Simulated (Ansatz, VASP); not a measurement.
Al2O3: VASP beside Ansatz

Contents of INCAR:

```
PREC = Accurate
ENCUT = 520
EDIFF = 1E-6
ISMEAR = 0
SIGMA = 0.05
LREAL = False
LASPH = True
NELM = 60
ALGO = Normal
ISIF = 2
LWAVE = False
LCHARG = False
GGA = CA
NBANDS = 20
```

The input KPOINTS:

```
regular mesh
0
Gamma
  12 12 4
```

File POSCAR:

```
Al2O3
1.0
    2.7977951999      0.0000000000      0.0000000000
   -1.3988976000      2.4229617176      0.0000000000
    0.0000000000      0.0000000000      9.6168570938
Al O
2 3
Direct
    0.0000000000      0.0000000000      0.1499923300
    0.0000000000      0.0000000000      0.8500076700
    0.3333333333      0.6666666667      0.2223169200
    0.6666666667      0.3333333333      0.0000000000
    0.3333333333      0.6666666667      0.7776830800
```

Input for Ansatz:

```yaml
crystal:
  lattice:
    - [2.7977951999, 0.0, 0.0]
    - [-1.3988976, 2.4229617176, 0.0]
    - [0.0, 0.0, 9.6168570938]
  atoms:
    - { symbol: Al, position: [0.0, 0.0, 0.14999233] }
    - { symbol: Al, position: [0.0, 0.0, 0.85000767] }
    - { symbol: O, position: [0.3333333333, 0.6666666667, 0.22231692] }
    - { symbol: O, position: [0.6666666667, 0.3333333333, 0.0] }
    - { symbol: O, position: [0.3333333333, 0.6666666667, 0.77768308] }
basis:
  ecutwfc: 420
kpoints:
  mp_grid: { grid: [12, 12, 4] }
hamiltonian:
  xc: lda
scf:
  occupations: { method: gaussian, width: 0.05 }
output:
  forces: true
  stress: true
  eigenvalues: true
```

Change from the starting cell: strain -0.030 along x and y, +0.030 along z, atoms carried along.

Alike in both runs: task single point; functional LDA; k mesh 12 × 12 × 4; occupations gaussian, width 0.05 eV; no spin polarisation.

```csv
,VASP,Ansatz
version,VASP 6.6.1,Ansatz 0.2.0
potentials or method,"VASP PAW LDA potentials, release 64 (Al, O), cutoff 520 eV","scalar-relativistic, plane waves, PAW"
valence electrons in the cell,24,24
```

```csv
,VASP,Ansatz,Ansatz less VASP
gap on the k mesh at the Fermi level (eV),5.54,5.52,-0.013
least direct gap on the mesh (eV),5.54,5.52,-0.012
pressure (GPa),1.3,0.5,-0.80
"traceless stress, the component that is largest in VASP (GPa)",-10.53,-9.92,+0.612
rms of the force components (eV/Å),0.365,0.361,-0.0032
```

LDA's correlation is that of Perdew and Zunger in VASP and of Perdew and Wang (1992) in Ansatz. Atom by atom the forces differ by 0.018 eV/Å (rms over components).
